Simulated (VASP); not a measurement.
# H12C4Cl3 in VASP: a series of runs, part 2 of 2

VASP 6.6.1. The steps go on from the part before.

## 3. Single point, PBE+D3(BJ)

File INCAR:

```
SYSTEM = H12C4Cl3
ALGO = Normal
EDIFF = 1E-7
ENCUT = 520
GGA = PE
ISIF = 2
ISMEAR = -1
IVDW = 12
LASPH = .TRUE.
LCHARG = .FALSE.
LREAL = Auto
LWAVE = .FALSE.
NBANDS = 74
NELM = 60
PREC = Accurate
SIGMA = 0.05
```

File KPOINTS:

```
k-points
0
G
  1 1 1
  0 0 0
```

File POSCAR:

```
H12C4Cl3
1.0
    8.3376330000      0.0000000000      0.0000000000
    0.0000000000      8.3376330000      0.0000000000
    0.0000000000      0.0000000000      8.3376330000
C H Cl
8 24 6
Direct
    0.2288059453      0.0228961865      0.1659823597
    0.2085124159      0.2081645954      0.1834813310
    0.1411191881      0.5515953988      0.6745799437
    0.6802410228      0.6070068088      0.0270940206
    0.7131280544      0.9691599522      0.5245253659
    0.1494189058     -0.0166474106      0.5849022139
    0.6553778512      0.3761259341      0.5599670794
    0.0905292905      0.6182090289      0.1093955563
    0.2704364656     -0.0306801703      0.2817706176
    0.1305406462     -0.0286532161      0.1081122184
    0.3395208208     -0.0038979888      0.1015156220
    0.2222813117      0.2692610721      0.0649944655
    0.0835968674      0.2261793005      0.2276665332
    0.2884751584      0.2480440192      0.2804393045
    0.2156007586      0.6112646119      0.7631182615
    0.1999968096      0.5362793013      0.5565368492
    0.0234359080      0.6002902742      0.6665920652
    0.7387708238      0.4876084136      0.0402272444
    0.6022572593      0.6194323977     -0.0778398378
    0.7823443416      0.6920429335      0.0178228041
    0.6728648287      1.0766844739      0.4653359053
    0.8342535585      0.9917323058      0.5643927959
    0.6986875052      0.8684719032      0.4504156036
    0.1113265599      0.1134854460      0.5809082746
    0.2832818379     -0.0093071979      0.5457424187
    0.0712192537     -0.0943313288      0.5170892027
    0.7812289171      0.3822427780      0.5335207246
    0.6262448827      0.3031915653      0.6631738288
    0.5741677524      0.3312330970      0.4636927531
    0.0612044210      0.7156227673      0.0263623981
    0.2146412537      0.6328534729      0.1511220271
    0.0656421313      0.4986547141      0.0551835275
    0.1159201898      0.3619012734      0.7675079966
    0.5724526373      0.6516837572      0.2062096041
    0.5956846505      0.9379760419      0.7059077798
    0.1374610756     -0.0666376177      0.7944341038
    0.5704616646      0.5740238267      0.6066949697
   -0.0419663470      0.6374111214      0.2769610992
```

Potentials or basis: VASP PAW PBE potentials, release 64 (C, H, Cl).

Command:

```console
$ cat potpaw_PBE.64/C/POTCAR potpaw_PBE.64/H/POTCAR potpaw_PBE.64/Cl/POTCAR > POTCAR
$ mpirun -np 1 vasp_gam > vasp.out
```

OUTCAR:

```text
SYSTEM = H12C4Cl3
   EDIFF = 1E-7
   ENCUT = 520
   GGA = PE
   ISIF = 2
   ISMEAR = -1
   IVDW = 12
   LASPH = .TRUE.
   LREAL = Auto
   NELM = 60
   PREC = Accurate
 IVDW          = 12

 ion  position               nearest neighbor table
   1  0.229  0.023  0.166-  10 1.04  11 1.09   9 1.12   2 1.56
   2  0.209  0.208  0.183-  14 1.10  13 1.11  12 1.12   1 1.56
   3  0.141  0.552  0.675-  17 1.06  15 1.09  16 1.11  33 1.77
   4  0.680  0.607  0.027-  19 1.09  20 1.11  18 1.11  34 1.78
   5  0.713  0.969  0.525-  23 1.05  21 1.08  22 1.08  35 1.82
   6  0.149  0.983  0.585-  26 1.08  24 1.13  25 1.16  36 1.80
   7  0.655  0.376  0.560-  27 1.07  28 1.08  29 1.11  37 1.84
   8  0.091  0.618  0.109-  30 1.09  31 1.10  32 1.11  38 1.79
   9  0.270  0.969  0.282-   1 1.12
  10  0.131  0.971  0.108-   1 1.04
  11  0.340  0.996  0.102-   1 1.09
  12  0.222  0.269  0.065-   2 1.12
  13  0.084  0.226  0.228-   2 1.11
  14  0.288  0.248  0.280-   2 1.10
[... 22 lines left out ...]
  37  0.570  0.574  0.607-   7 1.84
  38  0.958  0.637  0.277-   8 1.79

  LATTYP: Found a simple cubic cell.
 ALAT       =     8.3376330000

  Lattice vectors:

 A1 = (   8.3376330000,   0.0000000000,   0.0000000000)
 A2 = (   0.0000000000,   8.3376330000,   0.0000000000)
 A3 = (   0.0000000000,   0.0000000000,   8.3376330000)

Analysis of symmetry for initial positions (statically):
=====================================================================
 Subroutine PRICEL returns:
 Original cell was already a primitive cell.

 Routine SETGRP: Setting up the symmetry group for a
 simple cubic supercell.

 Subroutine GETGRP returns: Found  1 space group operations
 (whereof  1 operations were pure point group operations)
 out of a pool of 48 trial point group operations.

The static configuration has the point symmetry C_1 .

Analysis of symmetry for dynamics (positions and initial velocities):
=====================================================================
 Subroutine PRICEL returns:
[... 182 lines left out ...]
   GGA     = PE    functional components
   LHFCALC =     F    Hartree Fock is set to
   AEXX    =    0.0000 exact exchange contribution
   IVDW    =    12    specifies the selected vdW correction
   LEPSILON=     F    determine dielectric tensor
   LRPA    =     F    only Hartree local field effects (RPA)
 non-spin polarized calculation
  energy-cutoff  :      520.00
  volume of cell :      579.60
 maximum number of plane-waves:      7758
 NGX is ok and might be reduce to    64
   NGX = 31   NGY = 31   NGZ = 31

 number of electron      98.0000001 magnetization

 Free energy of the ion-electron system (eV)
  ---------------------------------------------------
  ext. energy  EPLUGINS =         0.00000000
  ---------------------------------------------------
  free energy    TOTEN  =      -174.41882242 eV

  energy without entropy =     -174.41882242  energy(sigma->0) =     -174.41882242

 E-fermi :  -2.0085     XC(G=0):  -6.2076

 val. band max:       -3.2712882132   @ k =   0.0000   0.0000   0.0000
 cond. band min:       2.1766438294   @ k =   0.0000   0.0000   0.0000
 fundamental gap:      5.4479320426
 Fermi energy:        -2.0085457902

 k-point     1 :       0.0000    0.0000    0.0000
  band No.  band energies     occupation
      1     -18.0462      2.00000
      2     -17.8999      2.00000
      3     -17.7954      2.00000
      4     -17.7446      2.00000
      5     -17.6086      2.00000
      6     -17.5240      2.00000
[... 53 lines left out ...]
     60       4.3008      0.00000
     61       4.5045      0.00000
 [bands above 61 left out]

------------------------ aborting loop because EDIFF is reached ----------------------------------------

 Edisp (eV)   -1.76066

 E8    (eV) :    -0.4560

  FORCE on cell =-STRESS in cart. coord.  units (eV):
  Direction    XX          YY          ZZ          XY          YZ          ZX
  --------------------------------------------------------------------------------------
  -------------------------------------------------------------------------------------
  Total      -1.70406     1.23306    -0.87261     0.57384     1.56306     0.94020
  in kB      -4.71049     3.40851    -2.41214     1.58626     4.32073     2.59899
  external pressure =       -1.24 kB  Pullay stress =        0.00 kB

 VOLUME and BASIS-vectors are now :
 -----------------------------------------------------------------------------
  energy-cutoff  :      520.00
  volume of cell :      579.60
      direct lattice vectors                 reciprocal lattice vectors
     8.337633000  0.000000000  0.000000000     0.119938117  0.000000000  0.000000000
     0.000000000  8.337633000  0.000000000     0.000000000  0.119938117  0.000000000
     0.000000000  0.000000000  8.337633000     0.000000000  0.000000000  0.119938117

 POSITION                                       TOTAL-FORCE (eV/Angst)
 -----------------------------------------------------------------------------------
      1.90770      0.19090      1.38390         2.686960      1.418115      1.328122
      1.73850      1.73560      1.52980        -0.830319     -1.067124      0.042885
      1.17660      4.59900      5.62440         0.917872     -0.573495     -0.008396
      5.67160      5.06100      0.22590         1.025293      0.007497      0.009567
      5.94580      8.08050      4.37330        -0.209930      0.964630      1.554335
      1.24580      8.19883      4.87670         1.730574      2.111826      0.167842
[... 30 lines left out ...]
      4.75630      4.78600      5.05840         0.700656     -0.560506     -0.117537
      7.98773      5.31450      2.30920         0.280591      0.043124      0.332761
 -----------------------------------------------------------------------------------
    total drift:                               -0.012736     -0.004358     -0.008859

  FREE ENERGIE OF THE ION-ELECTRON SYSTEM (eV)
  ---------------------------------------------------
  free  energy   TOTEN  =      -176.1794872687 eV

  energy  without entropy=     -176.1794872686  energy(sigma->0) =     -176.17948727
```

OSZICAR:

```text
N       E                     dE             d eps       ncg     rms          rms(c)
DAV:   1     0.730828235252E+03    0.73083E+03   -0.45392E+04   148   0.115E+03
DAV:   2    -0.935390532828E+02   -0.82437E+03   -0.79583E+03   200   0.242E+02
DAV:   3    -0.188720413170E+03   -0.95181E+02   -0.94559E+02   192   0.890E+01
[... 11 lines left out ...]
DAV:  15    -0.174418827911E+03    0.16960E-04   -0.75299E-05   168   0.353E-02    0.140E-02
DAV:  16    -0.174418824006E+03    0.39049E-05   -0.14597E-05   176   0.140E-02    0.796E-03
DAV:  17    -0.174418822601E+03    0.14047E-05   -0.28359E-06   168   0.963E-03    0.389E-03
DAV:  18    -0.174418822436E+03    0.16487E-06   -0.14486E-06   184   0.559E-03    0.312E-03
DAV:  19    -0.174418822423E+03    0.12842E-07   -0.68545E-07   168   0.293E-03
   1 F= -.17617949E+03 E0= -.17617949E+03  d E =-.504325E-10
```

It took 89 s on 1 thread of Intel Xeon Platinum 8488C (Sapphire Rapids), shared host; peak memory 0.51 GiB.

Results:

| Property | Result |
| --- | --- |
| Free energy | -176.1795 eV |
| Pressure | -0.1 GPa |
| Largest force | 3.316 eV/Å |
| Band gap on the k mesh | 5.45 eV |
| Dispersion energy per atom | -0.046 eV |

Forces in eV/Å, atoms in the order of the input:
```
C    2.687  1.418  1.328
C   -0.830 -1.067  0.043
C    0.918 -0.573 -0.008
C    1.025  0.007  0.010
C   -0.210  0.965  1.554
C    1.731  2.112  0.168
C   -2.290  0.346 -0.135
C   -0.192 -0.317 -0.047
H   -1.228 -0.032 -0.159
H   -1.382 -1.067 -0.421
H    0.055  0.061 -0.837
H    0.157 -0.122  0.834
H    0.404  0.309 -0.188
H    0.121  0.475 -0.431
H    0.142  0.661 -0.343
H   -0.207  0.147  0.453
H   -0.753  0.701 -0.210
H   -0.657  0.316 -0.177
H   -0.042 -0.237  0.057
H   -0.571 -0.050 -0.022
H   -0.451  0.369 -0.232
H    0.485 -0.245  0.084
H   -0.020 -1.369 -0.860
H   -0.046 -1.042 -0.183
H   -1.694 -0.737  0.548
H    0.062 -0.366 -0.390
H    0.505  0.164 -0.276
H    0.295 -0.263  0.538
H    0.866  0.214  0.006
H    0.016 -0.113 -0.088
H    0.014 -0.212 -0.039
H    0.373  0.637  0.192
Cl  -0.162 -1.058  0.009
Cl  -0.286 -0.106 -0.122
Cl   0.083  0.472 -0.565
Cl   0.099  0.119 -0.306
Cl   0.701 -0.561 -0.118
Cl   0.281  0.043  0.333
```

Levels at points of the mesh, in eV from the valence-band top:
| k point | band 46 | band 47 | band 48 | band 49 | band 50 | band 51 | band 52 | band 53 |
| --- | --- | --- | --- | --- | --- | --- | --- | --- |
| (0.00, 0.00, 0.00) | -0.19 | -0.13 | -0.02 | 0.00 | 5.45 | 5.84 | 6.09 | 6.18 |

Caveat: the k points lie up to 0.75 Å⁻¹ apart.
